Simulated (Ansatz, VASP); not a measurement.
**Two plane-wave programs on Ba**

```
Ba
1.0
     3.95415    0.00000    0.00000
     0.00000    3.95415    0.00000
     0.00000    0.00000    3.95415
Ba
1
Direct
  0.00000 0.00000 0.00000
```

Alike in both runs: task single point; functional PBE; k mesh 8 × 8 × 8; occupations fermi-dirac, width 0.1 eV; non-collinear spin, spin-orbit coupling.

|  | VASP | Ansatz |
| --- | --- | --- |
| version | VASP 6.6.1 | Ansatz 0.2.0 |
| potentials or method | VASP PAW PBE potentials, release 64 (Ba_sv), cutoff 520 eV | plane waves (420 eV) with PAW, fully relativistic with spin-orbit coupling |
| valence electrons in the cell | 10 | 10 |

|  | VASP | Ansatz | Ansatz less VASP |
| --- | --- | --- | --- |
| net moment per atom (μB) | 0.00 | 0.00 | 0.000 |

With one functional, cell and mesh, what is left measures potentials, basis and numerics.
